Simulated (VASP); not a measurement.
# Hf (Fm-3m) in VASP: notebook

Runs on Hf. Level: PBE. Tasks: single point.

Program: VASP 6.6.1. These are calculated values, not measurements. Logs are shortened: lines on timing, memory, paths and dates and some standing lists are left out, and cuts for length are marked.

**1. The cell of the first run**

It takes space group Fm-3m (No. 225, cubic). The conventional cell has a = 4.440 Å, b = 4.440 Å, c = 4.440 Å, α = 90.00°, β = 90.00°, γ = 90.00°. Hf (site symmetry m-3m) has 12 Hf at 3.14 Å within 4.1 Å.

**2. Single point, PBE, collinear spin, ferromagnetic start**

INCAR reads:

```
PREC = Accurate
ENCUT = 520
EDIFF = 1E-7
ISMEAR = -1
SIGMA = 0.05
LREAL = F
LASPH = T
NELM = 150
ALGO = Normal
ISIF = 2
LWAVE = F
LCHARG = T
ISPIN = 2
MAGMOM = 0.1
LORBIT = 11
NUPDOWN = 0.1
LMAXMIX = 4
GGA = PE
LELF = T
LVHAR = T
NBANDS = 15
```

KPOINTS reads:

```
regular mesh
0
Gamma
  15 15 15
```

POSCAR reads:

```
Hf
1.0
    0.0000000000      2.2200000000      2.2200000000
    2.2200000000      0.0000000000      2.2200000000
    2.2200000000      2.2200000000      0.0000000000
Hf
1
Direct
    0.0000000000      0.0000000000      0.0000000000
```

Potentials or basis: VASP PAW PBE potentials, release 64 (Hf_pv).

Command:

```
> cat potpaw_PBE.64/Hf_pv/POTCAR > POTCAR
> mpirun -np 1 vasp_std > vasp.out
```

OUTCAR:

```text
PREC = Accurate
   ENCUT = 520
   EDIFF = 1E-7
   ISMEAR = -1
   LREAL = F
   LASPH = T
   NELM = 150
   ISIF = 2
   ISPIN = 2
   LORBIT = 11
   NUPDOWN = 0.1
   GGA = PE

 ion  position               nearest neighbor table
   1  0.000  0.000  0.000-

  LATTYP: Found a face centered cubic cell.
 ALAT       =     4.4400000000

  Lattice vectors:

 A1 = (   0.0000000000,   2.2200000000,   2.2200000000)
 A2 = (   2.2200000000,   0.0000000000,   2.2200000000)
 A3 = (   2.2200000000,   2.2200000000,   0.0000000000)

Analysis of symmetry for initial positions (statically):
=====================================================================
 Subroutine PRICEL returns:
 Original cell was already a primitive cell.

 Routine SETGRP: Setting up the symmetry group for a
 face centered cubic supercell.

 Subroutine GETGRP returns: Found 48 space group operations
 (whereof 48 operations were pure point group operations)
 out of a pool of 48 trial point group operations.

The static configuration has the point symmetry O_h .

Analysis of symmetry for dynamics (positions and initial velocities):
=====================================================================
 Subroutine PRICEL returns:
 Original cell was already a primitive cell.

 Routine SETGRP: Setting up the symmetry group for a
 face centered cubic supercell.

 Subroutine GETGRP returns: Found 48 space group operations
 (whereof 48 operations were pure point group operations)
 out of a pool of 48 trial point group operations.

The dynamic configuration has the point symmetry O_h .

Analysis of structural, dynamic, and magnetic symmetry:
=====================================================================
 Subroutine PRICEL returns:
 Original cell was already a primitive cell.

 Routine SETGRP: Setting up the symmetry group for a
 face centered cubic supercell.

 Subroutine GETGRP returns: Found 48 space group operations
 (whereof 48 operations were pure point group operations)
 out of a pool of 48 trial point group operations.

The overall configuration has the point symmetry O_h .

 Subroutine INISYM returns: Found 48 space group operations
 (whereof 48 operations are pure point group operations),
 and found     1 'primitive' translations

----------------------------------------------------------------------------------------

                                     Primitive cell

  volume of cell :      21.8821

  direct lattice vectors                    reciprocal lattice vectors
     0.000000000  2.220000000  2.220000000    -0.225225225  0.225225225  0.225225225
     2.220000000  0.000000000  2.220000000     0.225225225 -0.225225225  0.225225225
     2.220000000  2.220000000  0.000000000     0.225225225  0.225225225 -0.225225225

  length of vectors
     3.139554108  3.139554108  3.139554108     0.390101533  0.390101533  0.390101533

  position of ions in fractional coordinates (direct lattice)
     0.000000000  0.000000000  0.000000000

  ion indices of the primitive-cell ions
   primitive index   ion index
                 1           1

----------------------------------------------------------------------------------------

 KPOINTS: regular mesh

Automatic generation of k-mesh.
 Grid dimensions read from file:
 generate k-points for:   15   15   15

 Generating k-lattice:

  Cartesian coordinates                     Fractional coordinates (reciprocal lattice)
    -0.015015015  0.015015015  0.015015015     0.066666667  0.000000000  0.000000000
     0.015015015 -0.015015015  0.015015015     0.000000000  0.066666667  0.000000000
     0.015015015  0.015015015 -0.015015015     0.000000000  0.000000000  0.066666667

  Length of vectors
     0.026006769  0.026006769  0.026006769

  Shift w.r.t. Gamma in fractional coordinates (k-lattice)
     0.000000000  0.000000000  0.000000000

 Subroutine IBZKPT returns following result:
 ===========================================

 Found    120 irreducible k-points:

 Following reciprocal coordinates:
            Coordinates               Weight
  0.000000  0.000000  0.000000      1.000000
  0.066667  0.000000  0.000000      8.000000
  0.133333  0.000000  0.000000      8.000000
  0.200000  0.000000  0.000000      8.000000
  0.266667  0.000000  0.000000      8.000000
  0.333333  0.000000  0.000000      8.000000
[... 16 lines left out ...]
  0.133333  0.133333  0.000000      6.000000
  0.200000  0.133333  0.000000     24.000000
 [... further k-points ...]
   k-points           NKPTS =    120   k-points in BZ     NKDIM =    120   number of bands    NBANDS=     15
   number of dos      NEDOS =    301   number of ions     NIONS =      1
   total plane-waves  NPLWV =  13824
   dimension x,y,z NGX =    24 NGY =   24 NGZ =   24
   dimension x,y,z NGXF=    48 NGYF=   48 NGZF=   48
   ions per type =               1
   NGX,Y,Z   is equivalent  to a cutoff of  12.71, 12.71, 12.71 a.u.
   NGXF,Y,Z  is equivalent  to a cutoff of  25.42, 25.42, 25.42 a.u.
 SYSTEM =  unknown system
   PREC   = accura    normal or accurate (medium, high low for compatibility)
   ISTART =      0    job   : 0-new  1-cont  2-samecut
   ICHARG =      2    charge: 1-file 2-atom 10-const
   ISPIN  =      2    spin polarized calculation?
   LNONCOLLINEAR =      F non collinear calculations
   LSORBIT =      F    spin-orbit coupling
   LASPH  =      T    aspherical Exc in radial PAW
   ENCUT  =  520.0 eV  38.22 Ry    6.18 a.u.   5.84  5.84  5.84*2*pi/ulx,y,z
   NELM   =    150;   NELMIN=  2; NELMDL= -5     # of ELM steps
   EDIFF  = 0.1E-06   stopping-criterion for ELM
   LREAL  =      F    real-space projection
   EDIFFG = 0.1E-05   stopping-criterion for IOM
   NSW    =      0    number of steps for IOM
   IBRION =     -1    ionic relax: 0-MD 1-quasi-New 2-CG
   NFREE  =      0    steps in history (QN), initial steepest desc. (CG)
   ISIF   =      2    stress and relaxation
   ISYM   =      2    0-nonsym 1-usesym 2-fastsym
   POTIM  = 0.5000    time-step for ionic-motion
   TEBEG  =    0.0;   TEEND  =   0.0 temperature during run
   PSTRESS=    0.0 pullay stress
   NELECT =      10.0000    total number of electrons
   NUPDOWN=       0.1000    fix difference up-down
   EMIN   =  10.00;   EMAX   =-10.00  energy-range for DOS
   EFERMI =   0.00;   METHOD = LEGACY
   ISMEAR =    -1;   SIGMA  =   0.05  broadening in eV -4-tet -1-fermi 0-gaus
   EFERMI_NEDOS =   21; number of points for ismear=-14 and -15
   IALGO  =     38    algorithm
   IMIX   =      4    mixing-type and parameters
     AMIX     =   0.40;   BMIX     =  1.00
     AMIX_MAG =   1.60;   BMIX_MAG =  1.00
  volume/ion in A,a.u.               =      21.88       147.67
  Fermi-wavevector in a.u.,A,eV,Ry     =   1.260991  2.382927 21.634588  1.590097
  Thomas-Fermi vector in A             =   2.394472
   LORBIT       =     11    0 simple, 1 ext, 2 COOP (PROOUT), +10 PAW based schemes
   GGA     = PE    functional components
   LHFCALC =     F    Hartree Fock is set to
   AEXX    =    0.0000 exact exchange contribution
   IVDW    =     0    specifies the selected vdW correction
   LEPSILON=     F    determine dielectric tensor
   LRPA    =     F    only Hartree local field effects (RPA)
 spin polarized calculation
  energy-cutoff  :      520.00
  volume of cell :       21.88
 maximum number of plane-waves:       609
   NGX = 11   NGY = 11   NGZ = 11

 number of electron      10.0000000 magnetization       0.1000000

 Free energy of the ion-electron system (eV)
  ---------------------------------------------------
  ext. energy  EPLUGINS =         0.00000000
  ---------------------------------------------------
  free energy    TOTEN  =        -9.85345921 eV

  energy without entropy =       -9.84207379  energy(sigma->0) =       -9.84776650

 E-fermi :   4.8643     XC(G=0): -11.3866

 val. band max:        4.9101227963   @ k =   0.2667   0.0000   0.0000
 cond. band min:       4.9004391816   @ k =  -0.4000   0.3333   0.1333
 fundamental gap:     -0.0096836147
 Fermi energy:         4.9347602414

 spin component 1

 k-point     1 :       0.0000    0.0000    0.0000
  band No.  band energies     occupation
      1     -25.0516      1.00000
      2     -25.0516      1.00000
      3     -25.0516      1.00000
      4      -2.4324      1.00000
      5       6.2759      0.00000
      6       6.2759      0.00000
      7       6.2759      0.00000
      8       9.1602      0.00000
      9       9.1602      0.00000
     10      16.2232      0.00000
     11      18.0265      0.00000
     12      20.6744      0.00000
     13      20.6744      0.00000
     14      20.6744      0.00000
     15      23.6910      0.00000
[... 397 lines left out ...]
 k-point    24 :       0.2000    0.1333    0.0000
  band No.  band energies     occupation
      1     -25.3079      1.00000
      2     -25.1314      1.00000
      3     -25.1243      1.00000
      4      -1.0846      1.00000
      5       5.0031      0.20324
      6       6.8910      0.00000
      7       7.0247      0.00000
      8       7.7312      0.00000
      9       9.6078      0.00000
     10      18.0216      0.00000
     11      18.7767      0.00000
     12      19.2171      0.00000
     13      21.5946      0.00000
     14      22.0382      0.00000
     15      26.8495      0.00000

 [... further k-points ...]

 spin component 2

 k-point     1 :       0.0000    0.0000    0.0000
  band No.  band energies     occupation
      1     -25.0241      1.00000
      2     -25.0241      1.00000
      3     -25.0241      1.00000
      4      -2.3479      1.00000
      5       6.3415      0.00000
      6       6.3415      0.00000
      7       6.3415      0.00000
      8       9.1983      0.00000
      9       9.1983      0.00000
     10      16.3451      0.00000
     11      18.0523      0.00000
     12      20.7449      0.00000
     13      20.7449      0.00000
     14      20.7449      0.00000
     15      23.7663      0.00000
[... 397 lines left out ...]
 k-point    24 :       0.2000    0.1333    0.0000
  band No.  band energies     occupation
      1     -25.2792      1.00000
      2     -25.1036      1.00000
      3     -25.0965      1.00000
      4      -1.0012      1.00000
      5       5.0770      0.01400
      6       6.9521      0.00000
      7       7.0888      0.00000
      8       7.7805      0.00000
      9       9.6451      0.00000
     10      18.0476      0.00000
     11      18.8633      0.00000
     12      19.3080      0.00000
     13      21.6592      0.00000
     14      22.1033      0.00000
     15      26.9276      0.00000

 [... further k-points ...]
[... 5 lines left out ...]
  --------------------------------------------------------------------------------------
  -------------------------------------------------------------------------------------
  Total        0.3906590      0.3906590      0.3906590     -0.0000000      0.0000000      0.0000000
  in kB       28.6035192     28.6035192     28.6035192     -0.0000000      0.0000000      0.0000000
  external PRESSURE =      28.6035192 kB  Pullay stress =       0.0000000 kB

 VOLUME and BASIS-vectors are now :
 -----------------------------------------------------------------------------
  energy-cutoff  :      520.00
  volume of cell :       21.88
      direct lattice vectors                 reciprocal lattice vectors
     0.000000000  2.220000000  2.220000000    -0.225225225  0.225225225  0.225225225
     2.220000000  0.000000000  2.220000000     0.225225225 -0.225225225  0.225225225
     2.220000000  2.220000000  0.000000000     0.225225225  0.225225225 -0.225225225

 POSITION                                       TOTAL-FORCE (eV/Angst)
 -----------------------------------------------------------------------------------
      0.00000      0.00000      0.00000        -0.000000      0.000000      0.000000
 -----------------------------------------------------------------------------------
    total drift:                               -0.000000      0.000000      0.000000

  FREE ENERGIE OF THE ION-ELECTRON SYSTEM (eV)
  ---------------------------------------------------
  free  energy   TOTEN  =        -9.8534592076 eV

  energy  without entropy=       -9.8420737871  energy(sigma->0) =       -9.84776650

 total charge

# of ion       s       p       d       tot
------------------------------------------
    1        0.395   6.394   1.584   8.373

 magnetization (x)

# of ion       s       p       d       tot
------------------------------------------
    1        0.001   0.022   0.046   0.068
```

Run time: 33 s. Hardware: 1 thread of Intel Xeon Platinum 8488C (Sapphire Rapids), shared host; peak memory 0.19 GiB.

What came out:

| Item | Value |
| --- | --- |
| Free energy | -9.8535 eV |
| Pressure | 2.9 GPa |
| Net moment | 0.10 μB per cell |
| Site moments | Hf +0.07 μB |
| Valence electrons inside the program's atomic spheres | Hf 8.37 |

Caveat: spin-orbit coupling is left out, which moves the levels of the heavy elements; the total moment is fixed, so each spin has its own Fermi level.

**3. Single point, PBE, collinear spin, ferromagnetic start**

INCAR reads:

```
  PREC = Accurate
  ENCUT = 520
  EDIFF = 1E-6
  ISMEAR = -1
  SIGMA = 0.05
  LREAL = F
  LASPH = T
  NELM = 150
  ALGO = Normal
  ISIF = 2
  LWAVE = F
  LCHARG = F
  ISPIN = 2
  MAGMOM = 0.2
  LORBIT = 11
  NUPDOWN = 0.2
  LMAXMIX = 4
  GGA = PE
  NBANDS = 15
```

KPOINTS reads:

```
Automatic mesh
0
Gamma
  15 15 15
```

POSCAR is that of step 2.

Potentials or basis: VASP PAW PBE potentials, release 64 (Hf_pv).

Command:

```
> cat potpaw_PBE.64/Hf_pv/POTCAR > POTCAR
> mpirun -np 1 vasp_std > vasp.out
```

Run time: 32 s. Hardware: 1 thread of Intel Xeon Platinum 8488C (Sapphire Rapids), shared host; peak memory 0.19 GiB.

The run converged. Its results:

```
Free energy                                           : -9.8482 eV
Pressure                                              : 2.8 GPa
Net moment                                            : 0.20 μB per cell
Site moments                                          : Hf +0.14 μB
Valence electrons inside the program's atomic spheres : Hf 8.37
```

Caveat: spin-orbit coupling is left out, which moves the levels of the heavy elements; the total moment is fixed, so each spin has its own Fermi level.

**4. Single point, PBE, collinear spin, ferromagnetic start**

INCAR reads:

```
SYSTEM = Hf
PREC     = Accurate       ! precision mode
ENCUT    = 520            ! plane-wave cutoff, eV
EDIFF    = 1E-6           ! SCF threshold, eV
ISMEAR   = -1             ! smearing method
SIGMA    = 0.05           ! smearing width, eV
LREAL    = .FALSE.        ! projectors in reciprocal space
LASPH    = .TRUE.         ! aspherical terms in the spheres
NELM     = 150            ! most SCF steps
ALGO     = Normal         ! electronic algorithm
ISIF     = 2              ! what is computed and relaxed
LWAVE    = .FALSE.        ! write WAVECAR
LCHARG   = .FALSE.        ! write CHGCAR
ISPIN    = 2              ! spin polarisation
MAGMOM   = 0.35           ! initial moments
LORBIT   = 11             ! projections on sites
NUPDOWN  = 0.35           ! fixed moment
LMAXMIX  = 4              ! l up to which the mixer works
GGA      = PE             ! functional
NBANDS   = 15             ! bands
```

KPOINTS reads:

```
Automatic mesh
0
G
  15 15 15
  0 0 0
```

POSCAR is that of step 3.

Command:

```
> cat potpaw_PBE.64/Hf_pv/POTCAR > POTCAR
> mpirun -np 1 vasp_std > vasp.out
```

It took 34 s on 1 thread of Intel Xeon Platinum 8488C (Sapphire Rapids), shared host; peak memory 0.18 GiB.

It converged, with:

```yaml
Free_energy: -9.8347 eV
Pressure: 3.1 GPa
Net_moment: 0.35 μB per cell
Site_moments: Hf +0.24 μB
Valence_electrons_inside_the_program's_atomic_spheres: Hf 8.37
```

Caveat: spin-orbit coupling is left out, which moves the levels of the heavy elements; the total moment is fixed, so each spin has its own Fermi level.

**5. Single point, PBE, collinear spin, ferromagnetic start**

INCAR reads:

```
SYSTEM = Hf
PREC = Accurate ; ENCUT = 520
EDIFF = 1E-6 ; ISMEAR = -1
SIGMA = 0.05 ; LREAL = .False.
LASPH = .True. ; NELM = 150
ALGO = Normal ; ISIF = 2
LWAVE = .False. ; LCHARG = .True.
ISPIN = 2 ; MAGMOM = 0.5
LORBIT = 11 ; NUPDOWN = 0.5
LMAXMIX = 4 ; GGA = PE
LELF = .True. ; LVHAR = .True.
NBANDS = 15
```

KPOINTS reads:

```
Automatic mesh
0
Gamma
  15 15 15
  0 0 0
```

POSCAR is that of step 4.

Command:

```
> cat potpaw_PBE.64/Hf_pv/POTCAR > POTCAR
> mpirun -np 1 vasp_std > vasp.out
```

Run time: 39 s. Hardware: 1 thread of Intel Xeon Platinum 8488C (Sapphire Rapids), shared host; peak memory 0.18 GiB.

It converged, with:

- Free energy: -9.8145 eV
- Pressure: 3.5 GPa
- Net moment: 0.50 μB per cell
- Site moments: Hf +0.34 μB
- Valence electrons inside the program's atomic spheres: Hf 8.38

Caveat: spin-orbit coupling is left out, which moves the levels of the heavy elements; the total moment is fixed, so each spin has its own Fermi level.

**6. Overview**

| fixed moment (μB) | pressure (GPa) | moment (μB) |
| --- | --- | --- |
| 0.1 | 2.9 | 0.10 |
| 0.2 | 2.8 | 0.20 |
| 0.35 | 3.1 | 0.35 |
| 0.5 | 3.5 | 0.50 |

Alike in all rows: task single point; level PBE; potentials or basis VASP PAW PBE potentials, release 64 (Hf_pv); spin collinear, ferromagnetic start; cell as given; k mesh 15 × 15 × 15; cutoff (eV) 520; smearing fermi-dirac 0.05 eV.

Caveats: spin-orbit coupling is left out, which moves the levels of the heavy elements; the total moment is fixed, so each spin has its own Fermi level.

Absolute energies hang on the potentials; compare differences alone.
